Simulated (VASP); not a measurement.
# SiNi (P2_13) in VASP: further runs

SiNi is run at these levels: PBEsol, RPBE; tasks: single point.

Everything below comes from runs of VASP 6.6.1. Logs are shortened: lines on timing, memory, paths and dates and some standing lists are left out, and cuts for length are marked.

### 1 The cell of the first run

Symmetry: P2_13, No. 198, cubic system. Conventional cell: a = 4.504 Å, b = 4.504 Å, c = 4.504 Å, α = 90.00°, β = 90.00°, γ = 90.00°. Ni (site symmetry 3) has 7 Si at 2.36 to 2.44 Å and 6 Ni at 2.78 Å within 3.1 Å. Within 3.1 Å of Si (site symmetry 3) lie 7 Ni at 2.36 to 2.44 Å and 6 Si at 2.78 Å.

### 2 Single point, PBEsol, collinear spin, ferromagnetic start

Contents of INCAR:

```
PREC = Accurate
ENCUT = 520
EDIFF = 1E-7
ISMEAR = -1
SIGMA = 0.05
LREAL = False
LASPH = True
NELM = 150
ALGO = Normal
ISIF = 2
LWAVE = False
LCHARG = True
ISPIN = 2
MAGMOM = 1.25 1.25 1.25 1.25 0 0 0 0
LORBIT = 11
NUPDOWN = 5.0
LMAXMIX = 4
GGA = PS
LELF = True
LVHAR = True
NBANDS = 42
```

Contents of KPOINTS:

```
regular mesh
0
Gamma
  5 5 5
```

Contents of POSCAR:

```
SiNi
1.0
    4.5036940000      0.0000000000      0.0000000000
    0.0000000000      4.5036940000      0.0000000000
    0.0000000000      0.0000000000      4.5036940000
Ni Si
4 4
Direct
    0.1495040000      0.1495040000      0.1495040000
    0.6495040000      0.3504960000      0.8504960000
    0.8504960000      0.6495040000      0.3504960000
    0.3504960000      0.8504960000      0.6495040000
    0.8468300000      0.8468300000      0.8468300000
    0.3468300000      0.6531700000      0.1531700000
    0.1531700000      0.3468300000      0.6531700000
    0.6531700000      0.1531700000      0.3468300000
```

Potentials or basis: VASP PAW PBE potentials, release 64 (Ni, Si).

On the command line:

```console
$ cat potpaw_PBE.64/Ni/POTCAR potpaw_PBE.64/Si/POTCAR > POTCAR
$ mpirun -np 1 vasp_std > vasp.out
```

OUTCAR:

```text
PREC = Accurate
   ENCUT = 520
   EDIFF = 1E-7
   ISMEAR = -1
   LREAL = False
   LASPH = True
   NELM = 150
   ISIF = 2
   ISPIN = 2
   LORBIT = 11
   NUPDOWN = 5.0
   GGA = PS

 ion  position               nearest neighbor table
   1  0.150  0.150  0.150-   5 2.36   6 2.41   7 2.41   8 2.41   6 2.44   7 2.44   8 2.44   2 2.78
                             4 2.78   4 2.78   2 2.78   3 2.78   3 2.78
   2  0.650  0.350  0.850-   6 2.36   5 2.41   7 2.41   8 2.41   7 2.44   8 2.44   5 2.44   3 2.78
                             1 2.78   3 2.78   1 2.78   4 2.78   4 2.78
   3  0.850  0.650  0.350-   7 2.36   6 2.41   5 2.41   8 2.41   8 2.44   5 2.44   6 2.44   2 2.78
                             2 2.78   4 2.78   4 2.78   1 2.78   1 2.78
   4  0.350  0.850  0.650-   8 2.36   6 2.41   7 2.41   5 2.41   6 2.44   7 2.44   5 2.44   1 2.78
                             1 2.78   3 2.78   3 2.78   2 2.78   2 2.78
   5  0.847  0.847  0.847-   1 2.36   2 2.41   3 2.41   4 2.41   2 2.44   3 2.44   4 2.44   6 2.78
                             7 2.78   8 2.78   8 2.78   7 2.78   6 2.78
   6  0.347  0.653  0.153-   2 2.36   1 2.41   3 2.41   4 2.41   3 2.44   4 2.44   1 2.44   8 2.78
                             5 2.78   7 2.78   7 2.78   8 2.78   5 2.78
   7  0.153  0.347  0.653-   3 2.36   2 2.41   1 2.41   4 2.41   4 2.44   1 2.44   2 2.44   8 2.78
                             5 2.78   6 2.78   5 2.78   6 2.78   8 2.78
   8  0.653  0.153  0.347-   4 2.36   2 2.41   3 2.41   1 2.41   2 2.44   3 2.44   1 2.44   7 2.78
                             5 2.78   5 2.78   6 2.78   6 2.78   7 2.78

  LATTYP: Found a simple cubic cell.
 ALAT       =     4.5036940000

  Lattice vectors:

 A1 = (   4.5036940000,   0.0000000000,   0.0000000000)
 A2 = (   0.0000000000,   4.5036940000,   0.0000000000)
 A3 = (   0.0000000000,   0.0000000000,   4.5036940000)

Analysis of symmetry for initial positions (statically):
=====================================================================
 Subroutine PRICEL returns:
 Original cell was already a primitive cell.

 Routine SETGRP: Setting up the symmetry group for a
 simple cubic supercell.

 Subroutine GETGRP returns: Found 12 space group operations
 (whereof  3 operations were pure point group operations)
 out of a pool of 48 trial point group operations.

The static configuration has the point symmetry C_3 .
 The point group associated with its full space group is T   .

Analysis of symmetry for dynamics (positions and initial velocities):
=====================================================================
 Subroutine PRICEL returns:
 Original cell was already a primitive cell.

 Routine SETGRP: Setting up the symmetry group for a
 simple cubic supercell.

 Subroutine GETGRP returns: Found 12 space group operations
 (whereof  3 operations were pure point group operations)
 out of a pool of 48 trial point group operations.

[... 163 lines left out ...]

 val. band max:       12.7829571448   @ k =   0.4000   0.2000   0.2000
 cond. band min:      10.2377234796   @ k =   0.2000   0.0000   0.0000
 fundamental gap:     -2.5452336653
 Fermi energy:        12.7977995006

 spin component 1

 k-point     1 :       0.0000    0.0000    0.0000
  band No.  band energies     occupation
      1      -2.5166      1.00000
      2       2.8509      1.00000
      3       2.8509      1.00000
      4       2.8509      1.00000
      5       5.2983      1.00000
      6       5.2983      1.00000
[... 462 lines left out ...]
     39      18.1411      0.00000
     40      18.2231      0.00000
 Fermi energy:        10.1987898851

 spin component 2

 k-point     1 :       0.0000    0.0000    0.0000
  band No.  band energies     occupation
      1      -2.1283      1.00000
      2       3.3176      1.00000
      3       3.3176      1.00000
      4       3.3176      1.00000
      5       5.6939      1.00000
      6       5.6939      1.00000
[... 462 lines left out ...]
     39      18.5536      0.00000
     40      18.6941      0.00000
 [bands above 40 left out]

------------------------ aborting loop because EDIFF is reached ----------------------------------------

  FORCE on cell =-STRESS in cart. coord.  units (eV):
  Direction    XX          YY          ZZ          XY          YZ          ZX
  --------------------------------------------------------------------------------------
  -------------------------------------------------------------------------------------
  Total        3.2705414      3.2705414      3.2705414      0.0000000      0.0000000     -0.0000000
  in kB       57.3619110     57.3619110     57.3619110      0.0000000      0.0000000     -0.0000000
  external PRESSURE =      57.3619110 kB  Pullay stress =       0.0000000 kB

 VOLUME and BASIS-vectors are now :
 -----------------------------------------------------------------------------
  energy-cutoff  :      520.00
  volume of cell :       91.35
      direct lattice vectors                 reciprocal lattice vectors
     4.503694000  0.000000000  0.000000000     0.222039952  0.000000000  0.000000000
     0.000000000  4.503694000  0.000000000     0.000000000  0.222039952  0.000000000
     0.000000000  0.000000000  4.503694000     0.000000000  0.000000000  0.222039952

 POSITION                                       TOTAL-FORCE (eV/Angst)
 -----------------------------------------------------------------------------------
      0.67332      0.67332      0.67332        -0.109693     -0.109693     -0.109693
      2.92517      1.57853      3.83037        -0.109693      0.109693      0.109693
      3.83037      2.92517      1.57853         0.109693     -0.109693      0.109693
      1.57853      3.83037      2.92517         0.109693      0.109693     -0.109693
      3.81386      3.81386      3.81386        -0.070027     -0.070027     -0.070027
      1.56202      2.94168      0.68983        -0.070027      0.070027      0.070027
      0.68983      1.56202      2.94168         0.070027     -0.070027      0.070027
      2.94168      0.68983      1.56202         0.070027      0.070027     -0.070027
 -----------------------------------------------------------------------------------
    total drift:                               -0.000000     -0.000000     -0.000000

  FREE ENERGIE OF THE ION-ELECTRON SYSTEM (eV)
  ---------------------------------------------------
  free  energy   TOTEN  =       -48.3380932193 eV

  energy  without entropy=      -48.2907767699  energy(sigma->0) =      -48.31443499

 total charge

# of ion       s       p       d       tot
------------------------------------------
    1        0.485   0.608   8.424   9.517
    2        0.485   0.608   8.424   9.517
    3        0.485   0.608   8.424   9.517
    4        0.485   0.608   8.424   9.517
    5        0.766   0.844   0.000   1.610
    6        0.766   0.844   0.000   1.610
    7        0.766   0.844   0.000   1.610
    8        0.766   0.844   0.000   1.610
--------------------------------------------------
tot          5.004   5.808  33.695  44.507

 magnetization (x)

# of ion       s       p       d       tot
------------------------------------------
    1        0.042   0.049   0.758   0.850
    2        0.042   0.049   0.758   0.850
    3        0.042   0.049   0.758   0.850
    4        0.042   0.049   0.758   0.850
    5        0.086   0.109   0.000   0.195
    6        0.086   0.109   0.000   0.195
    7        0.086   0.109   0.000   0.195
    8        0.086   0.109   0.000   0.195
--------------------------------------------------
tot          0.512   0.634   3.032   4.178
```

It took 50 s on 1 thread of Intel Xeon 6975P-C (Granite Rapids), shared host; peak memory 0.26 GiB.

What came out:

```
Free energy                                           : -48.3381 eV
Pressure                                              : 5.7 GPa
Largest force                                         : 0.190 eV/Å
Net moment                                            : 5.00 μB per cell
Site moments                                          : Ni +0.85; Si +0.20 μB
Valence electrons inside the program's atomic spheres : Ni 9.52; Si 1.61
```

Forces in eV/Å, atoms in the order of the input:
```
Ni  -0.110 -0.110 -0.110
Ni  -0.110  0.110  0.110
Ni   0.110 -0.110  0.110
Ni   0.110  0.110 -0.110
Si  -0.070 -0.070 -0.070
Si  -0.070  0.070  0.070
Si   0.070 -0.070  0.070
Si   0.070  0.070 -0.070
```

Caveat: the PAW data sets were made with another functional, which shifts forces and pressure a little; the total moment is fixed, so each spin has its own Fermi level.

### 3 Single point, PBEsol, collinear spin, ferromagnetic start

Contents of INCAR:

```
ALGO = Normal
EDIFF = 1E-6
ENCUT = 520
GGA = PS
ISIF = 2
ISMEAR = -1
ISPIN = 2
LASPH = T
LCHARG = T
LELF = T
LMAXMIX = 4
LORBIT = 11
LREAL = F
LVHAR = T
LWAVE = F
MAGMOM = 1.5 1.5 1.5 1.5 0 0 0 0
NBANDS = 42
NELM = 150
NUPDOWN = 6.0
PREC = Accurate
SIGMA = 0.05
```

Contents of KPOINTS:

```
k-points
0
Gamma
  5 5 5
```

POSCAR is that of step 2.

Potentials or basis: VASP PAW PBE potentials, release 64 (Ni, Si).

On the command line:

```console
$ cat potpaw_PBE.64/Ni/POTCAR potpaw_PBE.64/Si/POTCAR > POTCAR
$ mpirun -np 1 vasp_std > vasp.out
```

It took 41 s on 1 thread of Intel Xeon 6975P-C (Granite Rapids), shared host; peak memory 0.26 GiB.

Results (log left out):

```
Free energy                                           : -46.9016 eV
Pressure                                              : 9.2 GPa
Largest force                                         : 0.214 eV/Å
Net moment                                            : 6.00 μB per cell
Site moments                                          : Ni +1.00; Si +0.23 μB
Valence electrons inside the program's atomic spheres : Ni 9.50; Si 1.62
```

Forces in eV/Å, atoms in the order of the input:
```
Ni  -0.124 -0.124 -0.124
Ni  -0.124  0.124  0.124
Ni   0.124 -0.124  0.124
Ni   0.124  0.124 -0.124
Si  -0.085 -0.085 -0.085
Si  -0.085  0.085  0.085
Si   0.085 -0.085  0.085
Si   0.085  0.085 -0.085
```

Caveat: the PAW data sets were made with another functional, which shifts forces and pressure a little; the total moment is fixed, so each spin has its own Fermi level.

### 4 Single point, RPBE, collinear spin, ferromagnetic start

This run uses another cell than the first one, of 11.77 Å³/atom, 1.031 times its volume.

Contents of INCAR:

```
PREC     = Accurate       # precision mode
ENCUT    = 520            # plane-wave cutoff, eV
EDIFF    = 1E-7           # SCF threshold, eV
ISMEAR   = -1             # smearing method
SIGMA    = 0.05           # smearing width, eV
LREAL    = F              # projectors in reciprocal space
LASPH    = T              # aspherical terms in the spheres
NELM     = 150            # most SCF steps
ALGO     = Normal         # electronic algorithm
ISIF     = 2              # what is computed and relaxed
LWAVE    = F              # write WAVECAR
LCHARG   = T              # write CHGCAR
ISPIN    = 2              # spin polarisation
MAGMOM   = 1 1 1 1 0 0 0 0 # initial moments
LORBIT   = 11             # projections on sites
LMAXMIX  = 4              # l up to which the mixer works
GGA      = RP             # functional
LELF     = T              # ELF
LVHAR    = T            
NBANDS   = 42             # bands
```

Contents of KPOINTS:

```
Automatic mesh
0
Gamma
  6 6 6
```

Contents of POSCAR:

```
SiNi
1.0
    4.5492429808      0.0000000000      0.0000000000
    0.0000000000      4.5492429808      0.0000000000
    0.0000000000      0.0000000000      4.5492429808
Ni Si
4 4
Direct
    0.1483444774      0.1483444774      0.1483444774
    0.6483444774      0.3516555226      0.8516555226
    0.8516555226      0.6483444774      0.3516555226
    0.3516555226      0.8516555226      0.6483444774
    0.8464894021      0.8464894021      0.8464894021
    0.3464894021      0.6535105979      0.1535105979
    0.1535105979      0.3464894021      0.6535105979
    0.6535105979      0.1535105979      0.3464894021
```

On the command line:

```console
$ cat potpaw_PBE.64/Ni/POTCAR potpaw_PBE.64/Si/POTCAR > POTCAR
$ mpirun -np 1 vasp_std > vasp.out
```

Run time: 4 min. Hardware: 1 thread of Oxide Virtual Turin-like, shared host; peak memory 0.28 GiB.

Results (log left out):

- Free energy: -43.4571 eV
- Pressure: -0.2 GPa
- Largest force: 0.005 eV/Å
- Band gap on the k mesh: zero (filled and empty bands overlap)
- Net moment: 0.00 μB per cell
- Valence electrons inside the program's atomic spheres: Ni 9.47; Si 1.57

Forces on the atoms (eV/Å):
```
Ni  -0.001 -0.001 -0.001
Ni  -0.001  0.001  0.001
Ni   0.001 -0.001  0.001
Ni   0.001  0.001 -0.001
Si   0.003  0.003  0.003
Si   0.003 -0.003 -0.003
Si  -0.003  0.003 -0.003
Si  -0.003 -0.003  0.003
```

Levels at points of the mesh, in eV from the Fermi level:
Spin up:
| k point | band 26 | band 27 | band 28 | band 29 | band 30 | band 31 |
| --- | --- | --- | --- | --- | --- | --- |
| (0.00, 0.00, 0.00) | -1.49 | -1.49 | 0.95 | 0.95 | 0.95 | 1.40 |
| (0.50, 0.00, 0.00) | -1.84 | -0.54 | -0.54 | -0.18 | -0.18 | 2.71 |
| (0.50, 0.50, 0.00) | -1.40 | -0.89 | -0.89 | 0.34 | 0.34 | 0.88 |
| (0.50, 0.50, 0.50) | -1.65 | -1.65 | -1.65 | 4.08 | 4.08 | 4.08 |
Spin down:
| k point | band 24 | band 25 | band 26 | band 27 | band 28 | band 29 | band 30 | band 31 | band 32 | band 33 |
| --- | --- | --- | --- | --- | --- | --- | --- | --- | --- | --- |
| (0.00, 0.00, 0.00) | -2.09 | -1.49 | -1.49 | -1.49 | 0.95 | 0.95 | 0.95 | 1.40 | 1.40 | 2.01 |
| (0.50, 0.00, 0.00) | -1.97 | -1.84 | -1.84 | -0.54 | -0.54 | -0.18 | -0.18 | 2.71 | 2.71 | 2.88 |
| (0.50, 0.50, 0.00) | -2.24 | -1.40 | -1.40 | -0.89 | -0.89 | 0.34 | 0.34 | 0.88 | 0.88 | 3.89 |
| (0.50, 0.50, 0.50) | -2.46 | -1.65 | -1.65 | -1.65 | -1.65 | 4.08 | 4.08 | 4.08 | 4.08 | 4.46 |

Caveat: the PAW data sets were made with another functional, which shifts forces and pressure a little.

### 5 Overview

```csv
level,fixed moment (μB),cell,k mesh,pressure (GPa),moment (μB),largest force (eV/Å)
PBEsol,5.0,"a = 4.504 Å, 8 atoms",5 × 5 × 5,5.7,5.00,0.19
PBEsol,6.0,"a = 4.504 Å, 8 atoms",5 × 5 × 5,9.2,6.00,0.21
RPBE,-,"a = 4.549 Å, 8 atoms",6 × 6 × 6,-0.2,0.00,-
```

Alike in all rows: task single point; potentials or basis VASP PAW PBE potentials, release 64 (Ni, Si); spin collinear, ferromagnetic start; cutoff (eV) 520; smearing fermi-dirac 0.05 eV.

Caveats: the PAW data sets were made with another functional, which shifts forces and pressure a little; the total moment is fixed, so each spin has its own Fermi level (some runs).

Total energies depend on the potentials used, so only differences within one code and one set of settings carry meaning.
